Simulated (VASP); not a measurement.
# BaTe (Fm-3m) in VASP: a series of runs

BaTe is run at these levels: r2SCAN; tasks: single point.

Program: VASP 6.6.1. These are calculated values, not measurements. Logs are shortened: lines on timing, memory, paths and dates and some standing lists are left out, and cuts for length are marked.

## (1) The cell of the first run

It takes space group Fm-3m (No. 225, cubic). The conventional cell has a = 6.820 Å, b = 6.820 Å, c = 6.820 Å, α = 90.00°, β = 90.00°, γ = 90.00°. Within 4.5 Å of Ba (site symmetry m-3m) lie 6 Te at 3.41 Å. Te (site symmetry m-3m) has 6 Ba at 3.41 Å within 4.5 Å.

## (2) Single point, r2SCAN

File POSCAR:

```
BaTe
1.0
    0.0000000000      3.4100000000      3.4100000000
    3.4100000000      0.0000000000      3.4100000000
    3.4100000000      3.4100000000      0.0000000000
Ba Te
1 1
Direct
    0.0000000000      0.0000000000      0.0000000000
    0.5000000000      0.5000000000      0.5000000000
```

File INCAR.step1:

```
  PREC = Accurate
  ENCUT = 550
  ISMEAR = 0
  SIGMA = 0.01
  LREAL = F
  LASPH = T
  NELM = 120
  NBANDS = 15
  GGA = PE
  ALGO = Normal
  EDIFF = 1E-5
  LWAVE = T
  LCHARG = F
  GGA_COMPAT = F
```

File INCAR.step2:

```
  PREC = Accurate
  ENCUT = 550
  EDIFF = 1E-6
  ISMEAR = 0
  SIGMA = 0.01
  LREAL = F
  LASPH = T
  NELM = 120
  ALGO = Normal
  ISIF = 2
  LWAVE = F
  LCHARG = T
  METAGGA = R2SCAN
  LMIXTAU = T
  LELF = T
  LVHAR = T
  NBANDS = 15
  ISTART = 1
  GGA_COMPAT = F
```

File KPOINTS:

```
Automatic mesh
0
Gamma
  2 2 2
```

Potentials or basis: VASP PAW PBE potentials, release 64 (Ba_sv, Te).

Started as:

```bash
$ cat potpaw_PBE.64/Ba_sv/POTCAR potpaw_PBE.64/Te/POTCAR > POTCAR
$ cp INCAR.step1 INCAR
$ mpirun -np 1 vasp_std > vasp.out
$ cp INCAR.step2 INCAR
$ mpirun -np 1 vasp_std > vasp.out
```

OUTCAR:

```text
PREC = Accurate
   ENCUT = 550
   EDIFF = 1E-6
   ISMEAR = 0
   LREAL = F
   LASPH = T
   NELM = 120
   ISIF = 2
   METAGGA = R2SCAN
   ISTART = 1

 ion  position               nearest neighbor table
   1  0.000  0.000  0.000-   2 3.41   2 3.41   2 3.41   2 3.41   2 3.41   2 3.41
   2  0.500  0.500  0.500-   1 3.41   1 3.41   1 3.41   1 3.41   1 3.41   1 3.41

  LATTYP: Found a face centered cubic cell.
 ALAT       =     6.8200000000

  Lattice vectors:

 A1 = (   0.0000000000,   3.4100000000,   3.4100000000)
 A2 = (   3.4100000000,   0.0000000000,   3.4100000000)
 A3 = (   3.4100000000,   3.4100000000,   0.0000000000)

Analysis of symmetry for initial positions (statically):
=====================================================================
 Subroutine PRICEL returns:
 Original cell was already a primitive cell.

 Routine SETGRP: Setting up the symmetry group for a
 face centered cubic supercell.

 Subroutine GETGRP returns: Found 48 space group operations
 (whereof 48 operations were pure point group operations)
 out of a pool of 48 trial point group operations.

The static configuration has the point symmetry O_h .

Analysis of symmetry for dynamics (positions and initial velocities):
=====================================================================
 Subroutine PRICEL returns:
 Original cell was already a primitive cell.

 Routine SETGRP: Setting up the symmetry group for a
 face centered cubic supercell.

 Subroutine GETGRP returns: Found 48 space group operations
 (whereof 48 operations were pure point group operations)
 out of a pool of 48 trial point group operations.

The dynamic configuration has the point symmetry O_h .

 Subroutine INISYM returns: Found 48 space group operations
 (whereof 48 operations are pure point group operations),
 and found     1 'primitive' translations

----------------------------------------------------------------------------------------

                                     Primitive cell

  volume of cell :      79.3036

  direct lattice vectors                    reciprocal lattice vectors
     0.000000000  3.410000000  3.410000000    -0.146627566  0.146627566  0.146627566
     3.410000000  0.000000000  3.410000000     0.146627566 -0.146627566  0.146627566
     3.410000000  3.410000000  0.000000000     0.146627566  0.146627566 -0.146627566

  length of vectors
     4.822468248  4.822468248  4.822468248     0.253966394  0.253966394  0.253966394

  position of ions in fractional coordinates (direct lattice)
     0.000000000  0.000000000  0.000000000
     0.500000000  0.500000000  0.500000000

  ion indices of the primitive-cell ions
   primitive index   ion index
                 1           1
                 2           2

----------------------------------------------------------------------------------------

 KPOINTS: Automatic mesh

Automatic generation of k-mesh.
 Grid dimensions read from file:
 generate k-points for:    2    2    2

 Generating k-lattice:

  Cartesian coordinates                     Fractional coordinates (reciprocal lattice)
    -0.073313783  0.073313783  0.073313783     0.500000000  0.000000000  0.000000000
     0.073313783 -0.073313783  0.073313783     0.000000000  0.500000000  0.000000000
     0.073313783  0.073313783 -0.073313783     0.000000000  0.000000000  0.500000000

  Length of vectors
     0.126983197  0.126983197  0.126983197

  Shift w.r.t. Gamma in fractional coordinates (k-lattice)
     0.000000000  0.000000000  0.000000000

 Subroutine IBZKPT returns following result:
 ===========================================

 Found      3 irreducible k-points:

 Following reciprocal coordinates:
            Coordinates               Weight
  0.000000  0.000000  0.000000      1.000000
  0.500000  0.000000  0.000000      4.000000
  0.500000  0.500000  0.000000      3.000000
   k-points           NKPTS =      3   k-points in BZ     NKDIM =      3   number of bands    NBANDS=     15
   number of dos      NEDOS =    301   number of ions     NIONS =      2
   total plane-waves  NPLWV =  64000
   dimension x,y,z NGX =    40 NGY =   40 NGZ =   40
   dimension x,y,z NGXF=    80 NGYF=   80 NGZF=   80
   ions per type =               1   1
   NGX,Y,Z   is equivalent  to a cutoff of  13.79, 13.79, 13.79 a.u.
   NGXF,Y,Z  is equivalent  to a cutoff of  27.58, 27.58, 27.58 a.u.
 SYSTEM =  unknown system
   PREC   = accura    normal or accurate (medium, high low for compatibility)
   ISTART =      1    job   : 0-new  1-cont  2-samecut
   ICHARG =      0    charge: 1-file 2-atom 10-const
   ISPIN  =      1    spin polarized calculation?
   LNONCOLLINEAR =      F non collinear calculations
   LSORBIT =      F    spin-orbit coupling
   LASPH  =      T    aspherical Exc in radial PAW
   ENCUT  =  550.0 eV  40.42 Ry    6.36 a.u.   9.22  9.22  9.22*2*pi/ulx,y,z
   NELM   =    120;   NELMIN=  2; NELMDL=  0     # of ELM steps
   EDIFF  = 0.1E-05   stopping-criterion for ELM
   LREAL  =      F    real-space projection
[... 7 lines left out ...]
   TEBEG  =    0.0;   TEEND  =   0.0 temperature during run
   PSTRESS=    0.0 pullay stress
   NELECT =      16.0000    total number of electrons
   NUPDOWN=      -1.0000    fix difference up-down
   EMIN   =  10.00;   EMAX   =-10.00  energy-range for DOS
   EFERMI =   0.00;   METHOD = LEGACY
   ISMEAR =     0;   SIGMA  =   0.01  broadening in eV -4-tet -1-fermi 0-gaus
   EFERMI_NEDOS =   21; number of points for ismear=-14 and -15
   IALGO  =     38    algorithm
   IMIX   =      4    mixing-type and parameters
     AMIX     =   0.40;   BMIX     =  1.00
     AMIX_MAG =   1.60;   BMIX_MAG =  1.00
  volume/ion in A,a.u.               =      39.65       267.58
  Fermi-wavevector in a.u.,A,eV,Ry     =   0.960175  1.814468 12.543704  0.921936
  Thomas-Fermi vector in A             =   2.089436
   LORBIT       =      0    0 simple, 1 ext, 2 COOP (PROOUT), +10 PAW based schemes
   METAGGA = R2SCAN    functional components
   LHFCALC =     F    Hartree Fock is set to
   AEXX    =    0.0000 exact exchange contribution
   IVDW    =     0    specifies the selected vdW correction
   LEPSILON=     F    determine dielectric tensor
   LRPA    =     F    only Hartree local field effects (RPA)
 non-spin polarized calculation
 Gauss-broadening in eV      SIGMA  =   0.01
  energy-cutoff  :      550.00
  volume of cell :       79.30
 maximum number of plane-waves:      2346
 NGX is ok and might be reduce to    40
   NGX = 19   NGY = 19   NGZ = 19

 number of electron      16.0000000 magnetization

 Free energy of the ion-electron system (eV)
  ---------------------------------------------------
  ext. energy  EPLUGINS =         0.00000000
  ---------------------------------------------------
  free energy    TOTEN  =       -55.42299294 eV

  energy without entropy =      -55.42299294  energy(sigma->0) =      -55.42299294

 E-fermi :   2.9087     XC(G=0):  -8.9202

 val. band max:        2.7642481409   @ k =   0.0000   0.0000   0.0000
 cond. band min:       4.2789108719   @ k =   0.5000   0.5000   0.0000
 fundamental gap:      1.5146627310
 Fermi energy:         2.9086679589

 k-point     1 :       0.0000    0.0000    0.0000
  band No.  band energies     occupation
      1     -25.1312      2.00000
      2      -9.8684      2.00000
      3      -9.8684      2.00000
      4      -9.8684      2.00000
      5      -7.1953      2.00000
      6       2.7642      2.00000
      7       2.7642      2.00000
      8       2.7642      2.00000
      9       5.8643      0.00000
     10       5.8643      0.00000
     11       5.8643      0.00000
     12       6.5989      0.00000
     13       6.6390      0.00000
     14       6.6390      0.00000
     15      10.1130      0.00000

 k-point     2 :       0.5000    0.0000    0.0000
  band No.  band energies     occupation
      1     -25.1099      2.00000
      2     -10.4519      2.00000
      3      -9.8799      2.00000
      4      -9.8799      2.00000
      5      -6.1848      2.00000
      6       0.2551      2.00000
      7       1.4290      2.00000
      8       1.4290      2.00000
      9       7.3862      0.00000
     10       8.0504      0.00000
     11       8.1262      0.00000
     12       8.1262      0.00000
     13      10.3155      0.00000
     14      10.3155      0.00000
     15      11.2263      0.00000

 k-point     3 :       0.5000    0.5000    0.0000
  band No.  band energies     occupation
      1     -25.1030      2.00000
      2     -10.1521      2.00000
      3      -9.9819      2.00000
      4      -9.9819      2.00000
      5      -6.9499      2.00000
      6       1.5537      2.00000
      7       2.3634      2.00000
      8       2.3634      2.00000
      9       4.2789      0.00000
     10       7.6435      0.00000
     11       8.3676      0.00000
     12       9.0646      0.00000
     13       9.0646      0.00000
     14       9.1968      0.00000
     15      11.5262      0.00000

------------------------ aborting loop because EDIFF is reached ----------------------------------------

  FORCE on cell =-STRESS in cart. coord.  units (eV):
  Direction    XX          YY          ZZ          XY          YZ          ZX
  --------------------------------------------------------------------------------------
  -------------------------------------------------------------------------------------
  Total        3.2669027      3.2669027      3.2669027      0.0000000      0.0000000     -0.0000000
  in kB       66.0014755     66.0014755     66.0014755      0.0000000      0.0000000     -0.0000000
  external PRESSURE =      66.0014755 kB  Pullay stress =       0.0000000 kB

 VOLUME and BASIS-vectors are now :
 -----------------------------------------------------------------------------
  energy-cutoff  :      550.00
  volume of cell :       79.30
      direct lattice vectors                 reciprocal lattice vectors
     0.000000000  3.410000000  3.410000000    -0.146627566  0.146627566  0.146627566
     3.410000000  0.000000000  3.410000000     0.146627566 -0.146627566  0.146627566
     3.410000000  3.410000000  0.000000000     0.146627566  0.146627566 -0.146627566

 POSITION                                       TOTAL-FORCE (eV/Angst)
 -----------------------------------------------------------------------------------
      0.00000      0.00000      0.00000         0.000000      0.000000     -0.000000
      3.41000      3.41000      3.41000        -0.000000     -0.000000      0.000000
 -----------------------------------------------------------------------------------
    total drift:                                0.000000     -0.000000     -0.000000

  FREE ENERGIE OF THE ION-ELECTRON SYSTEM (eV)
  ---------------------------------------------------
  free  energy   TOTEN  =       -55.4229929373 eV

  energy  without entropy=      -55.4229929373  energy(sigma->0) =      -55.42299294
```

Wall time 31 s (1 thread of Intel Xeon Platinum 8488C (Sapphire Rapids), shared host); peak memory 0.25 GiB.

What came out:

- Free energy: -55.4230 eV
- Pressure: 6.6 GPa
- Band gap on the k mesh: 1.51 eV (least direct gap 1.92 eV)

Levels at points of the mesh, in eV from the valence-band top:
| k point | band 6 | band 7 | band 8 | band 9 | band 10 | band 11 |
| --- | --- | --- | --- | --- | --- | --- |
| (0.00, 0.00, 0.00) | 0.00 | 0.00 | 0.00 | 3.10 | 3.10 | 3.10 |
| (0.50, 0.00, 0.00) | -2.51 | -1.34 | -1.34 | 4.62 | 5.29 | 5.36 |
| (0.50, 0.50, 0.00) | -1.21 | -0.40 | -0.40 | 1.51 | 4.88 | 5.60 |

Caveat: the k points lie up to 0.80 Å⁻¹ apart; the PAW data sets were made with another functional, which shifts forces and pressure a little; spin-orbit coupling is left out, which moves the levels of the heavy elements.

## (3) Single point, r2SCAN

POSCAR is that of step 2.

File INCAR.step1:

```
SYSTEM = BaTe
  PREC = Accurate
  ENCUT = 550
  ISMEAR = 0
  SIGMA = 0.01
  LREAL = .FALSE.
  LASPH = .TRUE.
  NELM = 120
  NBANDS = 15
  GGA = PE
  ALGO = Normal
  EDIFF = 1E-5
  LWAVE = .TRUE.
  LCHARG = .FALSE.
  GGA_COMPAT = .FALSE.
```

File INCAR.step2:

```
SYSTEM = BaTe
  PREC = Accurate
  ENCUT = 550
  EDIFF = 1E-6
  ISMEAR = 0
  SIGMA = 0.01
  LREAL = .FALSE.
  LASPH = .TRUE.
  NELM = 120
  ALGO = Normal
  ISIF = 2
  LWAVE = .FALSE.
  LCHARG = .FALSE.
  METAGGA = R2SCAN
  LMIXTAU = .TRUE.
  NBANDS = 15
  ISTART = 1
  GGA_COMPAT = .FALSE.
```

File KPOINTS:

```
Automatic mesh
0
G
  3 3 3
  0 0 0
```

Potentials or basis: VASP PAW PBE potentials, release 64 (Ba_sv, Te).

Started as:

```bash
$ cat potpaw_PBE.64/Ba_sv/POTCAR potpaw_PBE.64/Te/POTCAR > POTCAR
$ cp INCAR.step1 INCAR
$ mpirun -np 1 vasp_std > vasp.out
$ cp INCAR.step2 INCAR
$ mpirun -np 1 vasp_std > vasp.out
```

It took 34 s on 1 thread of Intel Xeon Platinum 8488C (Sapphire Rapids), shared host; peak memory 0.25 GiB.

The run converged. Its results:

```
Free energy            : -55.8532 eV
Pressure               : 4.8 GPa
Band gap on the k mesh : 1.94 eV (least direct gap 2.32 eV)
```

Levels at points of the mesh, in eV from the valence-band top:
```csv
k point,band 6,band 7,band 8,band 9,band 10,band 11
"(0.00, 0.00, 0.00)",0.00,0.00,0.00,3.25,3.25,3.25
```

Caveat: the k points lie up to 0.53 Å⁻¹ apart; the PAW data sets were made with another functional, which shifts forces and pressure a little; spin-orbit coupling is left out, which moves the levels of the heavy elements; an odd mesh through Γ misses points on the zone boundary, where band edges can lie.
